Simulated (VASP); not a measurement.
# Ta (Im-3m) in VASP: relaxation of cell and atoms with PBE

Aim: the relaxation of cell and atoms of Ta with PBE.

Everything below comes from runs of VASP 6.6.1. Logs are shortened: lines on timing, memory, paths and dates and some standing lists are left out, and cuts for length are marked.

## 1. The cell of the first run

The structure is cubic, space group Im-3m (No. 229). The conventional cell has a = 3.342 Å, b = 3.342 Å, c = 3.342 Å, α = 90.00°, β = 90.00°, γ = 90.00°. Within 3.8 Å of Ta (site symmetry m-3m) lie 14 Ta at 2.89 to 3.34 Å.

## 2. Relaxation of cell and atoms, PBE, target pressure 2 GPa, at which the enthalpy is minimised

INCAR

```
PREC = Accurate
ENCUT = 600
EDIFF = 1E-6
ISMEAR = -1
SIGMA = 0.05
LREAL = F
LASPH = T
NELM = 100
ALGO = Normal
ISIF = 3
LWAVE = F
LCHARG = F
GGA = PE
IBRION = 2
NSW = 60
EDIFFG = -0.005
PSTRESS = 20.0
```

KPOINTS

```
Automatic mesh
0
Gamma
  16 16 16
```

POSCAR

```
Ta
1.0
   -1.6708115113      1.6708115113      1.6708115113
    1.6708115113     -1.6708115113      1.6708115113
    1.6708115113      1.6708115113     -1.6708115113
Ta
1
Direct
    0.0000000000      0.0000000000      0.0000000000
```

Potentials or basis: VASP PAW PBE potentials, release 64 (Ta_pv).

Command:

```bash
$ cat potpaw_PBE.64/Ta_pv/POTCAR > POTCAR
$ mpirun -np 1 vasp_std > vasp.out
```

OUTCAR:

```text
PREC = Accurate
   ENCUT = 600
   EDIFF = 1E-6
   ISMEAR = -1
   LREAL = F
   LASPH = T
   NELM = 100
   ISIF = 3
   GGA = PE
   IBRION = 2
   NSW = 60
   EDIFFG = -0.005
   PSTRESS = 20.0

 ion  position               nearest neighbor table
   1  0.000  0.000  0.000-

  LATTYP: Found a body centered cubic cell.
 ALAT       =     3.3416230226

  Lattice vectors:

 A1 = (  -1.6708115113,   1.6708115113,   1.6708115113)
 A2 = (   1.6708115113,  -1.6708115113,   1.6708115113)
 A3 = (   1.6708115113,   1.6708115113,  -1.6708115113)

Analysis of symmetry for initial positions (statically):
=====================================================================
 Subroutine PRICEL returns:
 Original cell was already a primitive cell.

 Routine SETGRP: Setting up the symmetry group for a
 body centered cubic supercell.

 Subroutine GETGRP returns: Found 48 space group operations
 (whereof 48 operations were pure point group operations)
 out of a pool of 48 trial point group operations.

The static configuration has the point symmetry O_h .

Analysis of symmetry for dynamics (positions and initial velocities):
=====================================================================
 Subroutine PRICEL returns:
 Original cell was already a primitive cell.

 Routine SETGRP: Setting up the symmetry group for a
 body centered cubic supercell.

 Subroutine GETGRP returns: Found 48 space group operations
 (whereof 48 operations were pure point group operations)
 out of a pool of 48 trial point group operations.

The dynamic configuration has the point symmetry O_h .

 Subroutine INISYM returns: Found 48 space group operations
 (whereof 48 operations are pure point group operations),
 and found     1 'primitive' translations

----------------------------------------------------------------------------------------

                                     Primitive cell

  volume of cell :      18.6570

  direct lattice vectors                    reciprocal lattice vectors
    -1.670811511  1.670811511  1.670811511     0.000000000  0.299255779  0.299255779
     1.670811511 -1.670811511  1.670811511     0.299255779  0.000000000  0.299255779
     1.670811511  1.670811511 -1.670811511     0.299255779  0.299255779  0.000000000

  length of vectors
     2.893930427  2.893930427  2.893930427     0.423211581  0.423211581  0.423211581

  position of ions in fractional coordinates (direct lattice)
     0.000000000  0.000000000  0.000000000

  ion indices of the primitive-cell ions
   primitive index   ion index
                 1           1

----------------------------------------------------------------------------------------

 KPOINTS: Automatic mesh

Automatic generation of k-mesh.
 Grid dimensions read from file:
 generate k-points for:   16   16   16

 Generating k-lattice:

  Cartesian coordinates                     Fractional coordinates (reciprocal lattice)
     0.000000000  0.018703486  0.018703486     0.062500000  0.000000000  0.000000000
     0.018703486  0.000000000  0.018703486     0.000000000  0.062500000  0.000000000
     0.018703486  0.018703486  0.000000000     0.000000000  0.000000000  0.062500000

  Length of vectors
     0.026450724  0.026450724  0.026450724

  Shift w.r.t. Gamma in fractional coordinates (k-lattice)
     0.000000000  0.000000000  0.000000000

 Subroutine IBZKPT returns following result:
 ===========================================

 Found    145 irreducible k-points:

 Following reciprocal coordinates:
            Coordinates               Weight
  0.000000  0.000000  0.000000      1.000000
  0.062500  0.000000  0.000000     12.000000
  0.125000  0.000000  0.000000     12.000000
  0.187500  0.000000  0.000000     12.000000
  0.250000  0.000000  0.000000     12.000000
  0.312500  0.000000  0.000000     12.000000
[... 16 lines left out ...]
  0.187500  0.187500  0.000000     24.000000
  0.250000  0.187500  0.000000     48.000000
 [... further k-points ...]
   k-points           NKPTS =    145   k-points in BZ     NKDIM =    145   number of bands    NBANDS=      9
   number of dos      NEDOS =    301   number of ions     NIONS =      1
   total plane-waves  NPLWV =  13824
   dimension x,y,z NGX =    24 NGY =   24 NGZ =   24
   dimension x,y,z NGXF=    48 NGYF=   48 NGZF=   48
   ions per type =               1
   NGX,Y,Z   is equivalent  to a cutoff of  13.79, 13.79, 13.79 a.u.
   NGXF,Y,Z  is equivalent  to a cutoff of  27.57, 27.57, 27.57 a.u.
 SYSTEM =  unknown system
   PREC   = accura    normal or accurate (medium, high low for compatibility)
   ISTART =      0    job   : 0-new  1-cont  2-samecut
   ICHARG =      2    charge: 1-file 2-atom 10-const
   ISPIN  =      1    spin polarized calculation?
   LNONCOLLINEAR =      F non collinear calculations
   LSORBIT =      F    spin-orbit coupling
   LASPH  =      T    aspherical Exc in radial PAW
   ENCUT  =  600.0 eV  44.10 Ry    6.64 a.u.   5.78  5.78  5.78*2*pi/ulx,y,z
   NELM   =    100;   NELMIN=  2; NELMDL= -5     # of ELM steps
   EDIFF  = 0.1E-05   stopping-criterion for ELM
   LREAL  =      F    real-space projection
   EDIFFG = -.5E-02   stopping-criterion for IOM
   NSW    =     60    number of steps for IOM
   IBRION =      2    ionic relax: 0-MD 1-quasi-New 2-CG
   NFREE  =      1    steps in history (QN), initial steepest desc. (CG)
   ISIF   =      3    stress and relaxation
   ISYM   =      2    0-nonsym 1-usesym 2-fastsym
   POTIM  = 0.5000    time-step for ionic-motion
   TEBEG  =    0.0;   TEEND  =   0.0 temperature during run
   PSTRESS=   20.0 pullay stress
   NELECT =      11.0000    total number of electrons
   NUPDOWN=      -1.0000    fix difference up-down
   EMIN   =  10.00;   EMAX   =-10.00  energy-range for DOS
   EFERMI =   0.00;   METHOD = LEGACY
   ISMEAR =    -1;   SIGMA  =   0.05  broadening in eV -4-tet -1-fermi 0-gaus
   EFERMI_NEDOS =   21; number of points for ismear=-14 and -15
   IALGO  =     38    algorithm
   IMIX   =      4    mixing-type and parameters
     AMIX     =   0.40;   BMIX     =  1.00
     AMIX_MAG =   1.60;   BMIX_MAG =  1.00
  volume/ion in A,a.u.               =      18.66       125.90
  Fermi-wavevector in a.u.,A,eV,Ry     =   1.372750  2.594122 25.639415  1.884444
  Thomas-Fermi vector in A             =   2.498329
   LORBIT       =      0    0 simple, 1 ext, 2 COOP (PROOUT), +10 PAW based schemes
   GGA     = PE    functional components
   LHFCALC =     F    Hartree Fock is set to
   AEXX    =    0.0000 exact exchange contribution
   IVDW    =     0    specifies the selected vdW correction
   LEPSILON=     F    determine dielectric tensor
   LRPA    =     F    only Hartree local field effects (RPA)
 conjugate gradient relaxation of ions
 non-spin polarized calculation
  energy-cutoff  :      600.00
  volume of cell :       18.66
 maximum number of plane-waves:       642
   NGX = 11   NGY = 11   NGZ = 11

--------------------------------------- Ionic step        1  -------------------------------------------

 number of electron      10.9999999 magnetization

 Free energy of the ion-electron system (eV)
  ---------------------------------------------------
  ext. energy  EPLUGINS =         0.00000000
  ---------------------------------------------------
  free energy    TOTEN  =       -11.81230115 eV

  energy without entropy =      -11.79935530  energy(sigma->0) =      -11.80582822

------------------------ aborting loop because EDIFF is reached ----------------------------------------

  FORCE on cell =-STRESS in cart. coord.  units (eV):
  Direction    XX          YY          ZZ          XY          YZ          ZX
  --------------------------------------------------------------------------------------
  -------------------------------------------------------------------------------------
  Total       -0.3973720     -0.3973720     -0.3973720      0.0000000     -0.0000000      0.0000000
  in kB      -34.1244384    -34.1244384    -34.1244384      0.0000000     -0.0000000      0.0000000
  external PRESSURE =     -54.1244384 kB  Pullay stress =      20.0000000 kB
[... 96 lines left out ...]
  enthalpy is  TOTEN    =       -11.5883883591 eV   P V=        0.2265525095

--------------------------------------- Ionic step        4  -------------------------------------------

 number of electron      11.0000001 magnetization

 Free energy of the ion-electron system (eV)
  ---------------------------------------------------
  ext. energy  EPLUGINS =         0.00000000
  ---------------------------------------------------
  free energy    TOTEN  =       -11.81481506 eV

  energy without entropy =      -11.80206716  energy(sigma->0) =      -11.80844111

 E-fermi :   5.4147     XC(G=0): -12.5830

 val. band max:        5.4024752777   @ k =   0.3125   0.0625   0.0625
 cond. band min:       5.4206030222   @ k =   0.5000   0.5000   0.1875
 fundamental gap:      0.0181277446
 Fermi energy:         5.4146652928

 k-point     1 :       0.0000    0.0000    0.0000
  band No.  band energies     occupation
      1     -27.6749      2.00000
      2     -27.6749      2.00000
      3     -27.6749      2.00000
      4      -2.4596      2.00000
      5       6.1615      0.00000
      6       6.1615      0.00000
      7       6.1615      0.00000
      8       9.4101      0.00000
      9       9.4101      0.00000
[... 265 lines left out ...]
 k-point    24 :       0.2500    0.1875    0.0000
  band No.  band energies     occupation
      1     -28.5773      2.00000
      2     -28.0485      2.00000
      3     -27.7738      2.00000
      4       1.7443      2.00000
      5       4.1871      2.00000
      6       4.8290      1.99998
      7       8.7600      0.00000
      8      10.2429      0.00000
      9      12.1141      0.00000

 [... further k-points ...]
[... 5 lines left out ...]
  --------------------------------------------------------------------------------------
  -------------------------------------------------------------------------------------
  Total        0.2244459      0.2244459      0.2244459     -0.0000000     -0.0000000      0.0000000
  in kB       19.8254686     19.8254686     19.8254686     -0.0000000     -0.0000000      0.0000000
  external PRESSURE =      -0.1745314 kB  Pullay stress =      20.0000000 kB
[... 16 lines left out ...]
  FREE ENERGIE OF THE ION-ELECTRON SYSTEM (eV)
  ---------------------------------------------------
  free  energy   TOTEN  =       -11.8148150647 eV

  energy  without entropy=      -11.8020671588  energy(sigma->0) =      -11.80844111

  enthalpy is  TOTEN    =       -11.5883932768 eV   P V=        0.2264217879

 reached required accuracy - stopping structural energy minimisation
```

Wall time 50 s (1 thread of AMD EPYC 9R45 (Zen 5), shared host); peak memory 0.14 GiB.

Results:

```yaml
Free_energy: -11.8148 eV
Relaxed_volume: 18.14 Å³/atom
Relaxed_cell: a = 2.867 Å, b = 2.867 Å, c = 2.867 Å, α = 109.47°, β = 109.47°, γ = 109.47°
Space_group_after_relaxing_to_0.1_Å: Im-3m (No. 229)
Energy_change_on_relaxing_the_run_minimises_the_enthalpy: -2.5 meV/atom
Ionic_steps: 4
Pressure_after_relaxing: 2.0 GPa
Band_gap_on_the_k_mesh: zero (an odd number of electrons rules out a gap without spin polarisation)
```

Step by step:
| step | energy change (eV) | largest force (eV/Å) | pressure (GPa) | volume (Å³) |
| --- | --- | --- | --- | --- |
| 1 | 0.0000 | 0.0000 | -3.41 | 18.66 |
| 2 | 0.0604 | 0.0000 | 16.50 | 17.01 |
| 3 | -0.0026 | 0.0000 | 1.88 | 18.15 |
| 4 | -0.0025 | 0.0000 | 1.98 | 18.14 |

Final structure:
```
Ta
1.0
    -1.65518    1.65518    1.65518
     1.65518   -1.65518    1.65518
     1.65518    1.65518   -1.65518
Ta
1
Direct
  0.00000 0.00000 0.00000
```

Caveat: the cell is relaxed towards a set pressure, so the run minimises the enthalpy, not the energy; spin-orbit coupling is left out, which moves the levels of the heavy elements.
